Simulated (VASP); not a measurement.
# Si32Ag (a cell with a defect) in VASP: relaxation of the atoms with PBE

Aim: the relaxation of the atoms of Si32Ag (a cell with a defect) with PBE.

Everything below comes from runs of VASP 6.6.1. Logs are shortened: lines on timing, memory, paths and dates and some standing lists are left out, and cuts for length are marked.

**1. The cell of the first run**

The cell holds a defect, 33 atoms: a = 9.474 Å, b = 9.474 Å, c = 9.474 Å, α = 109.47°, β = 109.47°, γ = 109.47°.

**2. Relaxation of the atoms, PBE**

INCAR reads:

```
SYSTEM = Si32Ag
PREC = Accurate ; ENCUT = 520
EDIFF = 1E-6 ; ISMEAR = 0
SIGMA = 0.02 ; LREAL = Auto
LASPH = .True. ; NELM = 60
ALGO = Normal ; ISIF = 2
LWAVE = .False. ; LCHARG = .False.
GGA = PE ; IBRION = 2
NSW = 80 ; EDIFFG = -0.02
NELECT = 138.0 ; LUSENCCL = .False.
```

KPOINTS reads:

```
Automatic mesh
0
Gamma
  2 2 2
  0.5 0.5 0.5
```

POSCAR reads:

```
Si32Ag
1.0
   -5.4700937642      5.4700937642     -5.4700937642
    5.4700937642     -5.4700937642     -5.4700937642
   -5.4700937642     -5.4700937642      5.4700937642
Si Ag
32 1
Direct
    0.5000000000      0.0000000000      0.2500000000
    0.2500000000      0.0000000000      0.5000000000
    0.0000000000      0.0000000000      0.7500000000
    0.7500000000      0.7500000000      0.2500000000
    0.7500000000      0.0000000000      0.0000000000
    0.5000000000      0.7500000000      0.5000000000
    0.2500000000      0.7500000000      0.7500000000
    0.0000000000      0.5000000000      0.2500000000
    0.0000000000      0.7500000000      0.0000000000
    0.7500000000      0.5000000000      0.5000000000
    0.5000000000      0.5000000000      0.7500000000
    0.2500000000      0.2500000000      0.2500000000
    0.2500000000      0.5000000000      0.0000000000
    0.0000000000      0.2500000000      0.5000000000
    0.7500000000      0.2500000000      0.7500000000
    0.5000000000      0.2500000000      0.0000000000
    0.7500000000      0.2500000000      0.5000000000
    0.5000000000      0.2500000000      0.7500000000
    0.2500000000      0.2500000000      0.0000000000
    0.0000000000      0.0000000000      0.5000000000
    0.0000000000      0.2500000000      0.2500000000
    0.7500000000      0.0000000000      0.7500000000
    0.5000000000      0.0000000000      0.0000000000
    0.2500000000      0.7500000000      0.5000000000
    0.2500000000      0.0000000000      0.2500000000
    0.0000000000      0.7500000000      0.7500000000
    0.7500000000      0.7500000000      0.0000000000
    0.5000000000      0.5000000000      0.5000000000
    0.5000000000      0.7500000000      0.2500000000
    0.2500000000      0.5000000000      0.7500000000
    0.0000000000      0.5000000000      0.0000000000
    0.7500000000      0.5000000000      0.2500000000
   -0.0126019475      0.0031671648     -0.0089547886
```

Potentials or basis: VASP PAW PBE potentials, release 64 (Si, Ag).

On the command line:

```sh
> cat potpaw_PBE.64/Si/POTCAR potpaw_PBE.64/Ag/POTCAR > POTCAR
> mpirun -np 1 vasp_std > vasp.out
```

OUTCAR:

```text
SYSTEM = Si32Ag
   PREC = Accurate
   ENCUT = 520
   EDIFF = 1E-6
   ISMEAR = 0
   LREAL = Auto
   LASPH = .True.
   NELM = 60
   ISIF = 2
   GGA = PE
   IBRION = 2
   NSW = 80
   EDIFFG = -0.02
   NELECT = 138.0

 ion  position               nearest neighbor table
   1  0.500  0.000  0.250-  17 2.37  23 2.37  25 2.37  29 2.37
   2  0.250  0.000  0.500-  18 2.37  20 2.37  24 2.37  25 2.37
   3  0.000  0.000  0.750-  33 2.32  20 2.37  22 2.37  26 2.37  19 2.37
   4  0.750  0.750  0.250-  20 2.37  27 2.37  29 2.37  32 2.37
   5  0.750  0.000  0.000-  33 2.27  22 2.37  23 2.37  27 2.37  21 2.37
   6  0.500  0.750  0.500-  22 2.37  24 2.37  28 2.37  29 2.37
   7  0.250  0.750  0.750-  23 2.37  24 2.37  26 2.37  30 2.37
   8  0.000  0.500  0.250-  21 2.37  24 2.37  31 2.37  32 2.37
   9  0.000  0.750  0.000-  25 2.37  26 2.37  27 2.37  31 2.37  33 2.47
  10  0.750  0.500  0.500-  17 2.37  26 2.37  28 2.37  32 2.37
  11  0.500  0.500  0.750-  18 2.37  27 2.37  28 2.37  30 2.37
  12  0.250  0.250  0.250-  19 2.37  21 2.37  25 2.37  28 2.37  33 2.43
  13  0.250  0.500  0.000-  19 2.37  29 2.37  30 2.37  31 2.37
  14  0.000  0.250  0.500-  17 2.37  20 2.37  21 2.37  30 2.37
  15  0.750  0.250  0.750-  17 2.37  18 2.37  22 2.37  31 2.37
  16  0.500  0.250  0.000-  18 2.37  19 2.37  23 2.37  32 2.37
  17  0.750  0.250  0.500-   1 2.37  10 2.37  14 2.37  15 2.37
  18  0.500  0.250  0.750-   2 2.37  11 2.37  15 2.37  16 2.37
  19  0.250  0.250  0.000-   3 2.37  12 2.37  13 2.37  16 2.37  33 2.74
  20  0.000  0.000  0.500-   2 2.37   3 2.37   4 2.37  14 2.37
  21  0.000  0.250  0.250-   5 2.37   8 2.37  12 2.37  14 2.37  33 2.70
  22  0.750  0.000  0.750-   3 2.37   5 2.37   6 2.37  15 2.37  33 2.60
  23  0.500  0.000  0.000-   1 2.37   5 2.37   7 2.37  16 2.37
  24  0.250  0.750  0.500-   2 2.37   6 2.37   7 2.37   8 2.37
  25  0.250  0.000  0.250-   1 2.37   2 2.37   9 2.37  12 2.37  33 2.87
  26  0.000  0.750  0.750-   3 2.37   7 2.37   9 2.37  10 2.37  33 2.78
  27  0.750  0.750  0.000-   4 2.37   5 2.37   9 2.37  11 2.37  33 2.74
  28  0.500  0.500  0.500-   6 2.37  10 2.37  11 2.37  12 2.37
  29  0.500  0.750  0.250-   1 2.37   4 2.37   6 2.37  13 2.37
  30  0.250  0.500  0.750-   7 2.37  11 2.37  13 2.37  14 2.37
  31  0.000  0.500  0.000-   8 2.37   9 2.37  13 2.37  15 2.37
  32  0.750  0.500  0.250-   4 2.37   8 2.37  10 2.37  16 2.37
  33  0.987  0.003  0.991-   5 2.27   3 2.32  12 2.43   9 2.47  22 2.60  21 2.70  27 2.74  19 2.74
                            26 2.78  25 2.87

  LATTYP: Found a body centered cubic cell.
 ALAT       =    10.9401875284

  Lattice vectors:

 A1 = (  -5.4700937642,   5.4700937642,  -5.4700937642)
 A2 = (   5.4700937642,  -5.4700937642,  -5.4700937642)
 A3 = (  -5.4700937642,  -5.4700937642,   5.4700937642)

Analysis of symmetry for initial positions (statically):
=====================================================================
 Subroutine PRICEL returns:
 Original cell was already a primitive cell.

 Routine SETGRP: Setting up the symmetry group for a
 body centered cubic supercell.

 Subroutine GETGRP returns: Found  1 space group operations
 (whereof  1 operations were pure point group operations)
 out of a pool of 48 trial point group operations.

The static configuration has the point symmetry C_1 .

Analysis of symmetry for dynamics (positions and initial velocities):
=====================================================================
 Subroutine PRICEL returns:
 Original cell was already a primitive cell.

 Routine SETGRP: Setting up the symmetry group for a
 body centered cubic supercell.

 Subroutine GETGRP returns: Found  1 space group operations
 (whereof  1 operations were pure point group operations)
 out of a pool of 48 trial point group operations.

The dynamic configuration has the point symmetry C_1 .

 Subroutine INISYM returns: Found  1 space group operations
 (whereof  1 operations are pure point group operations),
 and found     1 'primitive' translations

----------------------------------------------------------------------------------------

                                     Primitive cell

  volume of cell :     654.7030

  direct lattice vectors                    reciprocal lattice vectors
    -5.470093764  5.470093764 -5.470093764    -0.091406111  0.000000000 -0.091406111
     5.470093764 -5.470093764 -5.470093764     0.000000000 -0.091406111 -0.091406111
[... 94 lines left out ...]
  Shift w.r.t. Gamma in fractional coordinates (k-lattice)
     0.500000000  0.500000000  0.500000000

 Subroutine IBZKPT returns following result:
 ===========================================

 Found      4 irreducible k-points:

 Following reciprocal coordinates:
            Coordinates               Weight
  0.250000  0.250000  0.250000      2.000000
 -0.250000  0.250000  0.250000      2.000000
  0.250000 -0.250000  0.250000      2.000000
  0.250000  0.250000 -0.250000      2.000000
   k-points           NKPTS =      4   k-points in BZ     NKDIM =      4   number of bands    NBANDS=     86
   number of dos      NEDOS =    301   number of ions     NIONS =     33
   total plane-waves  NPLWV = 343000
   dimension x,y,z NGX =    70 NGY =   70 NGZ =   70
   dimension x,y,z NGXF=   140 NGYF=  140 NGZF=  140
   ions per type =              32   1
   NGX,Y,Z   is equivalent  to a cutoff of  12.28, 12.28, 12.28 a.u.
   NGXF,Y,Z  is equivalent  to a cutoff of  24.57, 24.57, 24.57 a.u.
 SYSTEM =  Si32Ag
   PREC   = accura    normal or accurate (medium, high low for compatibility)
   ISTART =      0    job   : 0-new  1-cont  2-samecut
   ICHARG =      2    charge: 1-file 2-atom 10-const
   ISPIN  =      1    spin polarized calculation?
   LNONCOLLINEAR =      F non collinear calculations
   LSORBIT =      F    spin-orbit coupling
   LASPH  =      T    aspherical Exc in radial PAW
   ENCUT  =  520.0 eV  38.22 Ry    6.18 a.u.  17.62 17.62 17.62*2*pi/ulx,y,z
   NELM   =     60;   NELMIN=  2; NELMDL= -5     # of ELM steps
   EDIFF  = 0.1E-05   stopping-criterion for ELM
   LREAL  =      T    real-space projection
   EDIFFG = -.2E-01   stopping-criterion for IOM
   NSW    =     80    number of steps for IOM
   IBRION =      2    ionic relax: 0-MD 1-quasi-New 2-CG
   NFREE  =      1    steps in history (QN), initial steepest desc. (CG)
   ISIF   =      2    stress and relaxation
   ISYM   =      2    0-nonsym 1-usesym 2-fastsym
   POTIM  = 0.5000    time-step for ionic-motion
   TEBEG  =    0.0;   TEEND  =   0.0 temperature during run
   PSTRESS=    0.0 pullay stress
   NELECT =     138.0000    total number of electrons
   NUPDOWN=      -1.0000    fix difference up-down
   EMIN   =  10.00;   EMAX   =-10.00  energy-range for DOS
   EFERMI =   0.00;   METHOD = LEGACY
   ISMEAR =     0;   SIGMA  =   0.02  broadening in eV -4-tet -1-fermi 0-gaus
   EFERMI_NEDOS =   21; number of points for ismear=-14 and -15
   IALGO  =     38    algorithm
   IMIX   =      4    mixing-type and parameters
     AMIX     =   0.40;   BMIX     =  1.00
     AMIX_MAG =   1.60;   BMIX_MAG =  1.00
  volume/ion in A,a.u.               =      19.84       133.88
  Fermi-wavevector in a.u.,A,eV,Ry     =   0.974286  1.841133 12.915100  0.949233
  Thomas-Fermi vector in A             =   2.104733
   LORBIT       =      0    0 simple, 1 ext, 2 COOP (PROOUT), +10 PAW based schemes
   GGA     = PE    functional components
   LHFCALC =     F    Hartree Fock is set to
   AEXX    =    0.0000 exact exchange contribution
   IVDW    =     0    specifies the selected vdW correction
   LEPSILON=     F    determine dielectric tensor
   LRPA    =     F    only Hartree local field effects (RPA)
 conjugate gradient relaxation of ions
 non-spin polarized calculation
 Gauss-broadening in eV      SIGMA  =   0.02
  energy-cutoff  :      520.00
  volume of cell :      654.70
 maximum number of plane-waves:     17628
 NGX is ok and might be reduce to    70
   NGX = 35   NGY = 35   NGZ = 35

--------------------------------------- Ionic step        1  -------------------------------------------

 number of electron     138.0000008 magnetization

 Free energy of the ion-electron system (eV)
  ---------------------------------------------------
  ext. energy  EPLUGINS =         0.00000000
  ---------------------------------------------------
  free energy    TOTEN  =      -179.52500523 eV

  energy without entropy =     -179.52500523  energy(sigma->0) =     -179.52500523

------------------------ aborting loop because EDIFF is reached ----------------------------------------

  FORCE on cell =-STRESS in cart. coord.  units (eV):
  Direction    XX          YY          ZZ          XY          YZ          ZX
  --------------------------------------------------------------------------------------
  -------------------------------------------------------------------------------------
  Total        1.4585758      1.4608992      1.4642150     -0.1126384     -2.1788694      0.6068220
  in kB        3.5694005      3.5750862      3.5832006     -0.2756468     -5.3320902      1.4850040
  external PRESSURE =       3.5758958 kB  Pullay stress =       0.0000000 kB
[... 182 lines left out ...]
  FREE ENERGIE OF THE ION-ELECTRON SYSTEM (eV)
  ---------------------------------------------------
  free  energy   TOTEN  =      -180.1322218673 eV

  energy  without entropy=     -180.1322218673  energy(sigma->0) =     -180.13222187

[... ionic steps 4 to 14 ...]

--------------------------------------- Ionic step       15  -------------------------------------------

 number of electron     138.0000008 magnetization

------------------------ aborting loop because EDIFF is reached ----------------------------------------
[... 129 lines left out ...]
--------------------------------------- Ionic step       17  -------------------------------------------

 number of electron     138.0000009 magnetization

 Free energy of the ion-electron system (eV)
  ---------------------------------------------------
  ext. energy  EPLUGINS =         0.00000000
  ---------------------------------------------------
  free energy    TOTEN  =      -180.33718341 eV

  energy without entropy =     -180.33718341  energy(sigma->0) =     -180.33718341

 E-fermi :   5.4462     XC(G=0):  -9.4704

 val. band max:        5.3474490007   @ k =   0.2500   0.2500   0.2500
 cond. band min:       6.5198196059   @ k =   0.2500   0.2500  -0.2500
 fundamental gap:      1.1723706052
 Fermi energy:         5.4462138722

 k-point     1 :       0.2500    0.2500    0.2500
  band No.  band energies     occupation
      1      -5.3424      2.00000
      2      -5.1457      2.00000
      3      -5.1451      2.00000
      4      -5.1446      2.00000
      5      -3.4506      2.00000
      6      -3.4025      2.00000
[... 325 lines left out ...]
     80       8.1666      0.00000
     81       8.2662      0.00000
 [bands above 81 left out]

------------------------ aborting loop because EDIFF is reached ----------------------------------------

  FORCE on cell =-STRESS in cart. coord.  units (eV):
  Direction    XX          YY          ZZ          XY          YZ          ZX
  --------------------------------------------------------------------------------------
  -------------------------------------------------------------------------------------
  Total       -2.0785919     -2.0795903     -2.0784628     -0.0005036      0.0073976      0.0012621
  in kB       -5.0866927     -5.0891361     -5.0863769     -0.0012323      0.0181032      0.0030887
  external PRESSURE =      -5.0874019 kB  Pullay stress =       0.0000000 kB
[... 48 lines left out ...]
  FREE ENERGIE OF THE ION-ELECTRON SYSTEM (eV)
  ---------------------------------------------------
  free  energy   TOTEN  =      -180.3371834074 eV

  energy  without entropy=     -180.3371834074  energy(sigma->0) =     -180.33718341

 reached required accuracy - stopping structural energy minimisation
```

Wall time 9 min (1 × NVIDIA H100 80GB with 1 thread of AMD EPYC 7R13 (Zen 3), shared host); peak memory 1.6 GiB.

What came out:

* Free energy: -180.3372 eV
* Energy gained by relaxing: 24.6 meV/atom
* Ionic steps: 17
* Largest force after relaxing: 0.020 eV/Å

Forces in eV/Å, atoms in the order of the input:
```
Si  -0.002  0.002 -0.003
Si  -0.001 -0.003  0.002
Si   0.000 -0.004  0.005
Si   0.000 -0.001  0.000
Si  -0.004  0.006 -0.006
Si  -0.003  0.001  0.000
Si  -0.001  0.001 -0.002
Si  -0.001  0.005  0.001
Si   0.000  0.005  0.007
Si   0.001 -0.003  0.001
Si  -0.001 -0.001 -0.004
Si   0.002 -0.005 -0.002
Si   0.000 -0.001  0.003
Si  -0.001 -0.001  0.001
Si  -0.006  0.001  0.000
Si  -0.002  0.003 -0.003
Si  -0.003 -0.007  0.001
Si   0.000  0.000 -0.009
Si  -0.001 -0.003  0.000
Si   0.001 -0.009  0.008
Si  -0.001  0.000 -0.002
Si   0.001  0.000  0.001
Si  -0.008  0.012 -0.013
Si   0.001  0.008  0.000
Si   0.002  0.000  0.001
Si  -0.001  0.000  0.003
Si   0.000  0.002  0.000
Si   0.005 -0.005 -0.002
Si  -0.002 -0.001  0.007
Si   0.002  0.002  0.001
Si   0.003  0.003  0.005
Si   0.002  0.000 -0.003
Ag   0.018 -0.004  0.002
```

Step by step:
```csv
step,energy change (eV),largest force (eV/Å),pressure (GPa)
1,0.0000,3.1835,0.36
2,-0.5958,1.5148,-0.30
3,-0.6072,1.2970,-0.27
4,-0.7547,0.3766,-0.38
5,-0.7770,0.3857,-0.43
6,-0.8033,0.0911,-0.48
7,-0.8042,0.1091,-0.49
8,-0.8079,0.0541,-0.50
9,-0.8084,0.0875,-0.50
10,-0.8107,0.0576,-0.50
11,-0.8110,0.0542,-0.50
12,-0.8114,0.0387,-0.51
13,-0.8114,0.0396,-0.51
14,-0.8118,0.0264,-0.51
15,-0.8120,0.0542,-0.51
16,-0.8122,0.0281,-0.51
17,-0.8122,0.0196,-0.51
```

Final structure:
```
Si Ag
1.0
    -5.47009    5.47009   -5.47009
     5.47009   -5.47009   -5.47009
    -5.47009   -5.47009    5.47009
Si Ag
32 1
Direct
  0.50106 0.00005 0.25170
  0.25163 0.00006 0.50121
  0.99963 0.00010 0.73504
  0.74782 0.74816 0.24930
  0.73482 0.00011 0.99972
  0.49815 0.75041 0.49824
  0.24913 0.74815 0.74790
  0.99970 0.50172 0.25168
  0.99966 0.73581 0.99975
  0.75005 0.49849 0.49823
  0.49811 0.49846 0.75010
  0.26408 0.26452 0.26416
  0.25158 0.50169 0.99979
  0.99972 0.25197 0.50118
  0.74781 0.24982 0.74789
  0.50101 0.25198 0.99981
  0.74970 0.24999 0.49968
  0.49961 0.24998 0.74982
  0.25395 0.25453 0.99961
  0.99977 0.00006 0.48896
  0.99951 0.25454 0.25409
  0.74516 0.00013 0.74527
  0.48868 0.00007 0.99982
  0.24973 0.75014 0.49991
  0.25410 0.00014 0.25422
  0.99955 0.74569 0.74518
  0.74506 0.74569 0.99967
  0.51018 0.51048 0.51024
  0.49978 0.75013 0.24979
  0.24969 0.50008 0.74978
  0.99975 0.48980 0.99982
  0.74964 0.50003 0.24976
  0.99958 0.00018 0.99971
```

Levels at points of the mesh, in eV from the Fermi level:
| k point | band 65 | band 66 | band 67 | band 68 | band 69 | band 70 | band 71 | band 72 | band 73 | band 74 |
| --- | --- | --- | --- | --- | --- | --- | --- | --- | --- | --- |
| (0.25, 0.25, 0.25) | -0.20 | -0.20 | -0.20 | -0.10 | -0.10 | 1.43 | 1.90 | 1.90 | 1.90 | 2.02 |

Caveat: the cell carries a net charge on a neutralising background, which shifts energy and pressure; the cell is charged against a uniform background, so pressure and absolute levels hang on convention.
